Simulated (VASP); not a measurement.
Here is a VASP 6.6.1 calculation.

File INCAR:

```
ALGO = Normal
EDIFF = 1E-8
ENCUT = 520
GGA = PE
IBRION = 8
ISIF = 2
ISMEAR = -1
LASPH = True
LCHARG = False
LREAL = False
LWAVE = False
NBANDS = 16
NELM = 60
NSW = 1
PREC = Accurate
SIGMA = 0.05
```

KPOINTS

```
k-points
0
Gamma
  8 8 8
```

The input POSCAR:

```
CdS
1.0
    0.0000000000      2.7532440000      2.7532440000
    2.7532440000      0.0000000000      2.7532440000
    2.7532440000      2.7532440000      0.0000000000
Cd S
1 1
Direct
    0.0000000000      0.0000000000      0.0000000000
    0.5000000000      0.5000000000      0.5000000000
```

Potentials or basis: VASP PAW PBE potentials, release 64 (Cd, S).

Launch:

```sh
$ cat potpaw_PBE.64/Cd/POTCAR potpaw_PBE.64/S/POTCAR > POTCAR
$ mpirun -np 1 vasp_std > vasp.out
```

Problem. What does it give for the highest phonon frequency at Γ, LO-TO splitting left out?

Solution. 119 cm⁻¹.

Phonon frequencies in cm⁻¹ (negative: imaginary):
```
              q point        frequencies
(0.000, 0.000, 0.000)  0 0 0 119 119 119
```
